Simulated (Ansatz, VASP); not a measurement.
**Ge in VASP and in Ansatz**

INCAR

```
SYSTEM = Ge
PREC = Accurate
ENCUT = 600
EDIFF = 1E-7
ISMEAR = 0
SIGMA = 0.03
LREAL = .FALSE.
LASPH = .TRUE.
NELM = 100
ALGO = Normal
ISIF = 3
LWAVE = .FALSE.
LCHARG = .FALSE.
GGA = CA
IBRION = 2
NSW = 80
EDIFFG = -0.002
```

File KPOINTS:

```
Automatic mesh
0
G
  12 12 7
  0 0 0
```

POSCAR

```
Ge
1.0
    3.9900000000      0.0000000000      0.0000000000
   -1.9950000000      3.4554413611      0.0000000000
    0.0000000000      0.0000000000      6.5800000000
Ge
4
Direct
    0.3333333333      0.6666666667      0.0625000000
    0.6666666667      0.3333333333      0.5625000000
    0.6666666667      0.3333333333      0.9375000000
    0.3333333333      0.6666666667      0.4375000000
```

Input for Ansatz:

```yaml
crystal:
  lattice:
    - [3.99, 0.0, 0.0]
    - [-1.995, 3.4554413611, 0.0]
    - [0.0, 0.0, 6.58]
  atoms:
    - { symbol: Ge, position: [0.3333333333, 0.6666666667, 0.0625] }
    - { symbol: Ge, position: [0.6666666667, 0.3333333333, 0.5625] }
    - { symbol: Ge, position: [0.6666666667, 0.3333333333, 0.9375] }
    - { symbol: Ge, position: [0.3333333333, 0.6666666667, 0.4375] }
scf:
  occupations: { method: gaussian, width: 0.03 }
output:
  forces: true
  stress: true
hamiltonian:
  xc: lda
kpoints:
  mp_grid: { grid: [12, 12, 7] }
relax:
  f_tol: 0.002
  cell: { stress_tol: 0.03 }
```

Alike in both runs: task relaxation of cell and atoms; functional LDA; k mesh 12 × 12 × 7; occupations gaussian, width 0.03 eV; no spin polarisation.

```csv
,VASP,Ansatz
version,VASP 6.6.1,Ansatz 0.2.0
potentials or method,"VASP PAW LDA potentials, release 64 (Ge_d)","scalar-relativistic, plane waves, PAW"
plane-wave cutoff (eV),600,420
valence electrons in the cell,56,56
```

VASP gave:

```
relaxed volume (Å³/atom)                                     : 22.21
relaxed cell length with the largest relative difference (Å) : 3.962
```

Task: Which values does Ansatz return?

Result: Relaxed volume (Å³/atom): 22.16; relaxed cell length with the largest relative difference (Å): 3.959.

LDA's correlation is that of Perdew and Zunger in VASP and of Perdew and Wang (1992) in Ansatz.
